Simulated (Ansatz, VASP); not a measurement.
# Two plane-wave programs on BN

POSCAR

```
BN
1.0
    2.4987227830      0.0000000000      0.0000000000
   -1.2493613915      2.1639574071      0.0000000000
    0.0000000000      0.0000000000      6.6294258914
B N
2 2
Direct
    0.3333333333      0.6666666667      0.2500000000
    0.6666666667      0.3333333333      0.7500000000
    0.3333333333      0.6666666667      0.7500000000
    0.6666666667      0.3333333333      0.2500000000
```

File INCAR.step1:

```
SYSTEM = BN
PREC = Accurate
ENCUT = 520
ISMEAR = 0
SIGMA = 0.02
LREAL = .False.
LASPH = .True.
NELM = 100
NBANDS = 16
GGA = PE
ALGO = Normal
EDIFF = 1E-4
LWAVE = .True.
LCHARG = .False.
```

The input INCAR.step2:

```
SYSTEM = BN
PREC = Accurate
ENCUT = 520
EDIFF = 1E-7
ISMEAR = 0
SIGMA = 0.02
LREAL = .False.
LASPH = .True.
NELM = 100
ALGO = Normal
ISIF = 2
LWAVE = .False.
LCHARG = .False.
METAGGA = R2SCAN
LMIXTAU = .True.
NBANDS = 16
ISTART = 1
```

The input KPOINTS:

```
Automatic mesh
0
Gamma
  12 12 4
  0 0 0
```

Input for Ansatz:

```yaml
crystal:
  lattice:
    - [2.498722783, 0.0, 0.0]
    - [-1.2493613915, 2.1639574071, 0.0]
    - [0.0, 0.0, 6.6294258914]
  atoms:
    - { symbol: B, position: [0.3333333333, 0.6666666667, 0.25] }
    - { symbol: B, position: [0.6666666667, 0.3333333333, 0.75] }
    - { symbol: "N", position: [0.3333333333, 0.6666666667, 0.75] }
    - { symbol: "N", position: [0.6666666667, 0.3333333333, 0.25] }
basis:
  ecutwfc: 500
kpoints:
  mp_grid: { grid: [12, 12, 4] }
  band_path: { path: [VBM, CBM], npoints: 2 }
hamiltonian:
  xc: r2scan
scf:
  occupations: { method: gaussian, width: 0.02 }
output:
  forces: true
  stress: true
  eigenvalues: true
checkpoint:
  read: start.run
  write: ck
  compress: false
  write_wavefunctions: false
  write_every: 100000
```

Alike in both runs: task single point; functional r2SCAN; k mesh 12 × 12 × 4; occupations gaussian, width 0.02 eV; no spin polarisation.

|  | VASP | Ansatz |
| --- | --- | --- |
| version | VASP 6.6.1 | Ansatz 0.2.0 |
| potentials or method | VASP PAW PBE potentials, release 64 (B, N), cutoff 520 eV | scalar-relativistic, plane waves, PAW |
| valence electrons in the cell | 16 | 16 |

VASP gave:

```
gap on the k mesh at the Fermi level (eV)                     : 4.88
least direct gap on the mesh (eV)                             : 5.32
pressure (GPa)                                                : 1.4
traceless stress, the component that is largest in VASP (GPa) : -0.67
```

**Question.** Estimate Ansatz's values.

**Answer.** gap on the k mesh at the Fermi level (eV): 4.84; least direct gap on the mesh (eV): 5.28; pressure (GPa): 1.0; traceless stress, the component that is largest in VASP (GPa): 0.01.

VASP's potentials were made for PBE, not for r2SCAN. With one functional, cell and mesh, what is left measures potentials, basis and numerics.
